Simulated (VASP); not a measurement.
Wanted: the native input for a VASP 6.6.1 run.

- Task: single point
- Functional: PBE
- Potentials or basis: VASP PAW PBE potentials, release 64 (Sn_d, O)
- Cutoff: 520 eV
- k mesh: 7 × 7 × 6
- Occupations: gaussian, width 0.022 eV
- Spin: no spin polarisation
- Dipole correction: no
- Further INCAR settings: ALGO = Normal; EDIFF = 1e-07; NBANDS = 28

The structure of SnO lies in POSCAR:

```
SnO
1.0
    3.8136952200      0.0000000000      0.0000000000
    0.0000000000      3.8136952200      0.0000000000
    0.0000000000      0.0000000000      4.8869133000
Sn O
2 2
Direct
    0.5000000000      0.0000000000      0.7646261400
    0.0000000000      0.5000000000      0.2353738600
    0.0000000000      0.0000000000      0.0000000000
    0.5000000000      0.5000000000      0.0000000000
```

One way to write it, as run:

INCAR

```
SYSTEM = SnO
ALGO     = Normal         ! electronic algorithm
EDIFF    = 1E-7           ! SCF threshold, eV
ENCUT    = 520            ! plane-wave cutoff, eV
GGA      = PE             ! functional
ISIF     = 2              ! what is computed and relaxed
ISMEAR   = 0              ! smearing method
LASPH    = .True.         ! aspherical terms in the spheres
LCHARG   = .True.         ! write CHGCAR
LELF     = .True.         ! ELF
LREAL    = .False.        ! projectors in reciprocal space
LVHAR    = .True.       
LWAVE    = .False.        ! write WAVECAR
NBANDS   = 28             ! bands
NELM     = 80             ! most SCF steps
PREC     = Accurate       ! precision mode
SIGMA    = 0.022          ! smearing width, eV
```

KPOINTS

```
k-points
0
Gamma
  7 7 6
  0 0 0
```

Potentials or basis: VASP PAW PBE potentials, release 64 (Sn_d, O).

Launch:

```console
$ cat potpaw_PBE.64/Sn_d/POTCAR potpaw_PBE.64/O/POTCAR > POTCAR
$ mpirun -np 1 vasp_std > vasp.out
```

Results of the run:

```
Pressure               : 3.8 GPa
Largest force          : 0.455 eV/Å
Band gap on the k mesh : 0.38 eV, indirect (least direct gap 2.05 eV)
```

Caveat: spin-orbit coupling is left out, which moves the levels of the heavy elements.

It took 33 s on 1 thread of Intel(R) Xeon(R) 6975P-C (Granite Rapids) (shared host), peak memory 0.2 GiB.
